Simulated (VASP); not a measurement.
# Cu15Ni2Pd3 (P1) in VASP: single point with PBEsol

Aim: the single point of Cu15Ni2Pd3 with PBEsol.

Program: VASP 6.6.1. These are calculated values, not measurements. Logs are shortened: lines on timing, memory, paths and dates and some standing lists are left out, and cuts for length are marked.

## (1) The cell of the first run

The typed cell holds 20 atoms: a = 6.320 Å, b = 6.404 Å, c = 6.048 Å, α = 82.71°, β = 84.83°, γ = 76.40°.

## (2) Single point, PBEsol, collinear spin, ferromagnetic start

File INCAR:

```
SYSTEM = Cu15Ni2Pd3
  PREC = Accurate
  ENCUT = 520
  EDIFF = 1E-7
  ISMEAR = 0
  SIGMA = 0.1
  LREAL = Auto
  LASPH = .TRUE.
  NELM = 150
  ALGO = Normal
  ISIF = 2
  LWAVE = .FALSE.
  LCHARG = .TRUE.
  ISPIN = 2
  MAGMOM = 2 2 0 0 0 0 0 0 0 0 0 0 0 0 0 0 0 0 0 0
  LORBIT = 11
  LMAXMIX = 4
  GGA = PS
  LELF = .TRUE.
  LVHAR = .TRUE.
  NBANDS = 128
  ISYM = 0
```

File KPOINTS:

```
Automatic mesh
0
Gamma
  2 2 2
  0.5 0.5 0.5
```

File POSCAR:

```
Cu15Ni2Pd3
1.0
   -4.6066992468      4.0835399936     -1.4322075029
   -4.6109387059     -1.3907711266      4.2205674998
    1.5511936576      4.0668336226      4.1996216697
Ni Cu Pd
2 15 3
Direct
    0.5017926169      0.5063244794     -0.0020362049
    0.3059176788      0.3109272315      0.8037694945
   -0.0063612577     -0.0094271411      1.0034012739
    0.5918711987      0.1062893452      0.0885392170
    0.1041561868      0.5878608082      0.0863671895
    0.2027896251      0.1881537577      0.1984227650
    0.7026855771      0.7134253262      0.1992406392
    0.2989766128      0.7826415177      0.2946789209
    0.3961196834      0.3956632347      0.3950112138
    0.0982649783      0.1068058781      0.6122505209
    0.9128240064      0.9075773196      0.4036997896
    0.5936669948      0.5821030442      0.6027984561
    0.7024068564      0.1948048698      0.7094461262
    0.2085346909      0.7141651485      0.7050509518
    0.7963954030      0.7902739600      0.7994443171
    0.9027367277      0.3918057564      0.8977149062
    0.3954661707      0.9060259914      0.9109368425
    0.7940961753      0.3017207308      0.2959329750
    0.5015179901      0.9907327774      0.5008171873
    0.0049942354      0.5128532377      0.5030581263
```

Potentials or basis: VASP PAW PBE potentials, release 64 (Ni, Cu, Pd).

The run is started by

```
$ cat potpaw_PBE.64/Ni/POTCAR potpaw_PBE.64/Cu/POTCAR potpaw_PBE.64/Pd/POTCAR > POTCAR
$ mpirun -np 1 vasp_std > vasp.out
```

OUTCAR:

```text
SYSTEM = Cu15Ni2Pd3
   PREC = Accurate
   ENCUT = 520
   EDIFF = 1E-7
   ISMEAR = 0
   LREAL = Auto
   LASPH = .TRUE.
   NELM = 150
   ISIF = 2
   ISPIN = 2
   LORBIT = 11
   GGA = PS
   ISYM = 0

 ion  position               nearest neighbor table
   1  0.502  0.506  0.998-   2 2.42  12 2.42   5 2.47  17 2.49   4 2.49   9 2.49  16 2.51   7 2.52
                            14 2.68  18 2.69   8 2.71  13 2.82
   2  0.306  0.311  0.804-   1 2.42  13 2.48   6 2.49  10 2.50  16 2.51   9 2.51  14 2.52  17 2.53
                             4 2.61   5 2.65  20 2.73  12 2.89  19 2.91
   3  0.994  0.991  0.003-  11 2.45  10 2.47  15 2.48   6 2.49  17 2.50   4 2.50   5 2.51  16 2.51
                            13 2.67   8 2.72  14 2.73  18 2.83
   4  0.592  0.106  0.089-  13 2.37  17 2.38   6 2.44   7 2.47   1 2.49  18 2.49   3 2.50  19 2.56
                             2 2.61   9 2.79
   5  0.104  0.588  0.086-  16 2.42  14 2.43   8 2.46   1 2.47   3 2.51   6 2.51   7 2.53  20 2.55
                             2 2.65  15 2.71   9 2.72  18 3.08
   6  0.203  0.188  0.198-   4 2.44   9 2.47   3 2.49   2 2.49   5 2.51   8 2.53  18 2.55  10 2.55
                            17 2.67  19 2.72  16 2.73  20 2.94
   7  0.703  0.713  0.199-  15 2.45   4 2.47  11 2.51   8 2.51   1 2.52   5 2.53  18 2.57  12 2.57
                            17 2.70  19 2.73  20 2.75
   8  0.299  0.783  0.295-   9 2.42  17 2.43  11 2.44   5 2.46  14 2.50   7 2.51   6 2.53  19 2.55
                             1 2.71   3 2.72  12 2.74  20 2.93
   9  0.396  0.396  0.395-   8 2.42  12 2.43  20 2.46   6 2.47  18 2.48   1 2.49   2 2.51  19 2.53
                             5 2.72   4 2.79
  10  0.098  0.107  0.612-  11 2.44  14 2.45  13 2.47   3 2.47   2 2.50  19 2.54  20 2.54   6 2.55
                            16 2.68  17 2.71  18 2.80
  11  0.913  0.908  0.404-   8 2.44  10 2.44   3 2.45  20 2.46  18 2.48   7 2.51  15 2.51  19 2.56
                            14 2.70
  12  0.594  0.582  0.603-   1 2.42  13 2.43  14 2.43   9 2.43  15 2.51  19 2.55  20 2.56   7 2.57
                            16 2.73   8 2.74  18 2.76   2 2.89
  13  0.702  0.195  0.709-   4 2.37  16 2.42  12 2.43  10 2.47   2 2.48  15 2.52  19 2.53  18 2.56
                             3 2.67   1 2.82
  14  0.209  0.714  0.705-  17 2.41   5 2.43  12 2.43  10 2.45   8 2.50  20 2.50   2 2.52  15 2.56
                             1 2.68  11 2.70   3 2.73  19 2.94
  15  0.796  0.790  0.799-   7 2.45   3 2.48  16 2.49  12 2.51  11 2.51  13 2.52  17 2.52  14 2.56
                            19 2.70   5 2.71  20 2.72
  16  0.903  0.392  0.898-  13 2.42   5 2.42  18 2.48  15 2.49  20 2.49   2 2.51   1 2.51   3 2.51
                            10 2.68  12 2.73   6 2.73
  17  0.395  0.906  0.911-   4 2.38  14 2.41   8 2.43   1 2.49   3 2.50  15 2.52   2 2.53  19 2.53
                             6 2.67   7 2.70  10 2.71
  18  0.794  0.302  0.296-  11 2.48  16 2.48   9 2.48   4 2.49   6 2.55  13 2.56   7 2.57  20 2.60
                             1 2.69  12 2.76  10 2.80   3 2.83   5 3.08  19 3.10
  19  0.502  0.991  0.501-  13 2.53   9 2.53  17 2.53  10 2.54   8 2.55  12 2.55  11 2.56   4 2.56
                            15 2.70   6 2.72   7 2.73   2 2.91  14 2.94  18 3.10
  20  0.005  0.513  0.503-   9 2.46  11 2.46  16 2.49  14 2.50  10 2.54   5 2.55  12 2.56  18 2.60
                            15 2.72   2 2.73   7 2.75   8 2.93   6 2.94

IMPORTANT INFORMATION: All symmetrisations will be switched off!
NOSYMM: (Re-)initialisation of all symmetry stuff for point group C_1.

----------------------------------------------------------------------------------------

                                     Primitive cell

  volume of cell :     235.5533

  direct lattice vectors                    reciprocal lattice vectors
    -4.606699247  4.083539994 -1.432207503    -0.097663909  0.110001062 -0.070449294
    -4.610938706 -1.390771127  4.220567500    -0.097531516 -0.072700154  0.106426182
     1.551193658  4.066833623  4.199621670     0.064711392  0.110576687  0.107134200

  length of vectors
     6.320458461  6.403763745  6.048318745     0.163099895  0.161629951  0.167010493

  position of ions in fractional coordinates (direct lattice)
     0.501792617  0.506324479  0.997963795
     0.305917679  0.310927232  0.803769495
     0.993638742  0.990572859  0.003401274
     0.591871199  0.106289345  0.088539217
     0.104156187  0.587860808  0.086367190
     0.202789625  0.188153758  0.198422765
[... 12 lines left out ...]
     0.501517990  0.990732777  0.500817187
     0.004994235  0.512853238  0.503058126

  ion indices of the primitive-cell ions
   primitive index   ion index
                 1           1
                 2           2
                 3           3
                 4           4
                 5           5
                 6           6
[... 12 lines left out ...]
                19          19
                20          20

----------------------------------------------------------------------------------------

 KPOINTS: Automatic mesh

Automatic generation of k-mesh.
 Grid dimensions read from file:
 generate k-points for:    2    2    2
[... 44 lines left out ...]
   LREAL  =      T    real-space projection
   EDIFFG = 0.1E-05   stopping-criterion for IOM
   NSW    =      0    number of steps for IOM
   IBRION =     -1    ionic relax: 0-MD 1-quasi-New 2-CG
   NFREE  =      0    steps in history (QN), initial steepest desc. (CG)
   ISIF   =      2    stress and relaxation
   ISYM   =      0    0-nonsym 1-usesym 2-fastsym
   POTIM  = 0.5000    time-step for ionic-motion
   TEBEG  =    0.0;   TEEND  =   0.0 temperature during run
   PSTRESS=    0.0 pullay stress
   NELECT =     215.0000    total number of electrons
   NUPDOWN=      -1.0000    fix difference up-down
   EMIN   =  10.00;   EMAX   =-10.00  energy-range for DOS
   EFERMI =   0.00;   METHOD = LEGACY
   ISMEAR =     0;   SIGMA  =   0.10  broadening in eV -4-tet -1-fermi 0-gaus
   EFERMI_NEDOS =   21; number of points for ismear=-14 and -15
   IALGO  =     38    algorithm
   IMIX   =      4    mixing-type and parameters
     AMIX     =   0.40;   BMIX     =  1.00
     AMIX_MAG =   1.60;   BMIX_MAG =  1.00
  volume/ion in A,a.u.               =      11.78        79.48
  Fermi-wavevector in a.u.,A,eV,Ry     =   1.588027  3.000936 34.311581  2.521830
  Thomas-Fermi vector in A             =   2.687094
   LORBIT       =     11    0 simple, 1 ext, 2 COOP (PROOUT), +10 PAW based schemes
   GGA     = PS    functional components
   LHFCALC =     F    Hartree Fock is set to
   AEXX    =    0.0000 exact exchange contribution
   IVDW    =     0    specifies the selected vdW correction
   LEPSILON=     F    determine dielectric tensor
   LRPA    =     F    only Hartree local field effects (RPA)
 spin polarized calculation
 Gauss-broadening in eV      SIGMA  =   0.10
  energy-cutoff  :      520.00
  volume of cell :      235.55
 maximum number of plane-waves:      6352
 NGX is ok and might be reduce to    48
   NGX = 23   NGY = 23   NGZ = 23

 number of electron     215.0000013 magnetization       0.0002532

 number of electron     215.0000013 magnetization      -0.0001318

 Free energy of the ion-electron system (eV)
  ---------------------------------------------------
  ext. energy  EPLUGINS =         0.00000000
  ---------------------------------------------------
  free energy    TOTEN  =       -95.26849947 eV

  energy without entropy =      -95.24018167  energy(sigma->0) =      -95.25434057

 E-fermi :   8.2930     XC(G=0): -13.2202

 val. band max:        8.2600904133   @ k =   0.2500   0.2500   0.2500
 cond. band min:       8.3241058249   @ k =   0.2500   0.2500   0.2500
 fundamental gap:      0.0640154116
 Fermi energy:         8.2930311649

 spin component 1

 k-point     1 :       0.2500    0.2500    0.2500
  band No.  band energies     occupation
      1      -0.2603      1.00000
      2       1.9610      1.00000
      3       2.1122      1.00000
      4       2.1292      1.00000
      5       2.6593      1.00000
      6       2.8856      1.00000
[... 477 lines left out ...]
    118      11.5238      0.00000
    119      12.8508      0.00000
 Fermi energy:         8.2930311649

 spin component 2

 k-point     1 :       0.2500    0.2500    0.2500
  band No.  band energies     occupation
      1      -0.2603      1.00000
      2       1.9610      1.00000
      3       2.1122      1.00000
      4       2.1292      1.00000
      5       2.6593      1.00000
      6       2.8856      1.00000
[... 477 lines left out ...]
    118      11.5237      0.00000
    119      12.8508      0.00000
 [bands above 119 left out]

------------------------ aborting loop because EDIFF is reached ----------------------------------------

  FORCE on cell =-STRESS in cart. coord.  units (eV):
  Direction    XX          YY          ZZ          XY          YZ          ZX
  --------------------------------------------------------------------------------------
  -------------------------------------------------------------------------------------
  Total        0.5222864      0.6744893      0.6196146      0.1215737      0.1255071      0.0737449
  in kB        3.5524668      4.5877150      4.2144703      0.8269151      0.8536695      0.5015951
  external PRESSURE =       4.1182174 kB  Pullay stress =       0.0000000 kB

 VOLUME and BASIS-vectors are now :
 -----------------------------------------------------------------------------
  energy-cutoff  :      520.00
  volume of cell :      235.55
      direct lattice vectors                 reciprocal lattice vectors
    -4.606699247  4.083539994 -1.432207503    -0.097663909  0.110001062 -0.070449294
    -4.610938706 -1.390771127  4.220567500    -0.097531516 -0.072700154  0.106426182
     1.551193658  4.066833623  4.199621670     0.064711392  0.110576687  0.107134200

 POSITION                                       TOTAL-FORCE (eV/Angst)
 -----------------------------------------------------------------------------------
     -3.09820      5.40346      5.60938        -0.001555     -0.000859      0.009061
     -1.59614      4.08560      4.24968         0.020578     -0.018874     -0.024264
     -9.13959      2.69374      2.77197        -0.021429      0.008317     -0.014628
     -3.07932      2.62918     -0.02725        -0.006872      0.022916      0.014728
     -3.05643     -0.04101      2.69464        -0.009576      0.010320     -0.000778
     -1.49396      1.37337      1.33698        -0.019196     -0.021268     -0.006812
[... 12 lines left out ...]
     -6.10169      2.70683      5.56642         0.022831     -0.018535      0.008883
     -1.60740      1.35299      4.27003         0.025962      0.019215      0.005551
 -----------------------------------------------------------------------------------
    total drift:                                0.001836     -0.000875      0.006653

  FREE ENERGIE OF THE ION-ELECTRON SYSTEM (eV)
  ---------------------------------------------------
  free  energy   TOTEN  =       -95.2684994668 eV

  energy  without entropy=      -95.2401816673  energy(sigma->0) =      -95.25434057

 total charge

# of ion       s       p       d       tot
------------------------------------------
    1        0.462   0.423   8.393   9.278
    2        0.453   0.418   8.390   9.261
    3        0.450   0.386   9.183  10.020
    4        0.472   0.423   9.175  10.070
    5        0.453   0.402   9.176  10.031
    6        0.443   0.392   9.181  10.016
[... 12 lines left out ...]
   19        0.510   0.538   8.588   9.635
   20        0.536   0.570   8.585   9.690
--------------------------------------------------
tot          9.357   8.570 180.218 198.146

 magnetization (x)

# of ion       s       p       d       tot
------------------------------------------
    1       -0.000   0.000  -0.000  -0.000
    2       -0.000   0.000  -0.000  -0.000
    3       -0.000   0.000   0.000   0.000
    4       -0.000   0.000  -0.000  -0.000
    5        0.000   0.000  -0.000  -0.000
    6        0.000   0.000  -0.000   0.000
[... 12 lines left out ...]
   19       -0.000   0.000   0.000   0.000
   20       -0.000   0.000  -0.000  -0.000
--------------------------------------------------
tot         -0.000   0.000  -0.000  -0.000
```

It took 29 min on 1 thread of Intel Xeon 8259CL, shared host; peak memory 0.51 GiB.

What came out:

- Free energy: -95.2685 eV
- Pressure: 0.4 GPa
- Largest force: 0.050 eV/Å
- Net moment: 0.00 μB per cell
- Valence electrons inside the program's atomic spheres: Ni 9.28, 9.26; Cu 10.02, 10.07, 10.03, 10.01, 10.04, 10.06, 10.05 (each value once); Pd 9.69, 9.63 (each value once)

Forces on the atoms (eV/Å):
```
Ni  -0.002 -0.001  0.009
Ni   0.021 -0.019 -0.024
Cu  -0.021  0.008 -0.015
Cu  -0.007  0.023  0.015
Cu  -0.010  0.010 -0.001
Cu  -0.019 -0.021 -0.007
Cu   0.037 -0.015 -0.006
Cu  -0.022  0.000  0.001
Cu  -0.021  0.013 -0.017
Cu  -0.010 -0.010 -0.002
Cu   0.042 -0.021  0.011
Cu  -0.032 -0.004  0.004
Cu   0.017 -0.018  0.004
Cu   0.039  0.031  0.006
Cu  -0.013  0.010 -0.009
Cu   0.000  0.013  0.009
Cu  -0.006  0.003 -0.001
Pd  -0.042 -0.002  0.010
Pd   0.023 -0.019  0.009
Pd   0.026  0.019  0.006
```

Caveat: the k points lie up to 0.52 Å⁻¹ apart; the moments typed at the start vanished in this run; the PAW data sets were made with another functional, which shifts forces and pressure a little.
